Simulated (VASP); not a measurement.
Write the native input for VASP 6.6.1 that does the following.

- Task: single point
- Functional: PBE
- Potentials or basis: VASP PAW PBE potentials, release 64 (La, As, Lu)
- Cutoff: 520 eV
- k mesh: 8 × 8 × 8
- Occupations: fermi-dirac, width 0.02 eV
- Spin: no spin polarisation
- Dipole correction: no
- Further INCAR settings: ALGO = Normal; EDIFF = 1e-06; NBANDS = 40

The structure of La2LuAs3 lies in POSCAR:

```
La2LuAs3
1.0
   -2.1432890920      2.1432890920      9.0309094266
    2.1432890920     -2.1432890920      9.0309094266
    2.1432890920      2.1432890920     -9.0309094266
La As Lu
2 3 1
Direct
    0.8352809852      0.8352809852      0.0000000000
    0.1647190148      0.1647190148      0.0000000000
    0.6606392242      0.6606392242      0.0000000000
    0.0000000000      0.0000000000      0.0000000000
    0.3393607758      0.3393607758      0.0000000000
    0.5000000000      0.5000000000      0.0000000000
```

These files were run (other wordings do the same):

INCAR

```
ALGO = Normal
EDIFF = 1E-6
ENCUT = 520
GGA = PE
ISIF = 2
ISMEAR = -1
LASPH = True
LCHARG = False
LREAL = False
LWAVE = False
NBANDS = 40
NELM = 80
PREC = Accurate
SIGMA = 0.02
```

KPOINTS

```
k-points
0
Gamma
  8 8 8
```

Potentials or basis: VASP PAW PBE potentials, release 64 (La, As, Lu).

Launch:

```sh
$ cat potpaw_PBE.64/La/POTCAR potpaw_PBE.64/As/POTCAR potpaw_PBE.64/Lu/POTCAR > POTCAR
$ mpirun -np 1 vasp_std > vasp.out
```

It gave:

| Property | Result |
| --- | --- |
| Pressure | 0.1 GPa |
| Largest force | 0.060 eV/Å |
| Band gap on the k mesh | zero (bands 31 and 32 overlap by 0.36 eV) |

Caveat: semilocal functionals underestimate gaps, and a narrow one can read as zero; spin-orbit coupling is left out, which moves the levels of the heavy elements.

It took 18 min on 1 thread of Intel(R) Xeon(R) Platinum 8488C (Sapphire Rapids), on a shared host, peak memory 1 GiB.
